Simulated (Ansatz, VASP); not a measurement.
# One calculation of Pb, two programs

```
Pb
1.0
     3.49156    0.00000    0.00000
    -1.74578    3.02378    0.00000
     0.00000    0.00000    5.60857
Pb
2
Cartesian
  0.0000 2.0159 1.4021
  1.7458 1.0079 4.2064
```

Change from the starting cell: volume scaled by 1.01.

Alike in both runs: task single point; functional PBEsol; k mesh 12 × 12 × 7; occupations fermi-dirac, width 0.05 eV; no spin polarisation.

|  | VASP | Ansatz |
| --- | --- | --- |
| version | VASP 6.6.1 | Ansatz 0.2.0 |
| potentials or method | VASP PAW PBE potentials, release 64 (Pb_d), cutoff 520 eV | all-electron LAPW, scalar-relativistic |

|  | VASP | Ansatz | Ansatz less VASP |
| --- | --- | --- | --- |
| pressure (GPa) | 0.3 | 0.4 | +0.08 |
| traceless stress, the component that is largest in VASP (GPa) | 0.20 | 0.17 | -0.027 |

VASP's potentials were made for PBE, not for PBEsol. Ansatz ran all-electron here, and VASP with PAW potentials.

Spin-orbit coupling is off throughout.
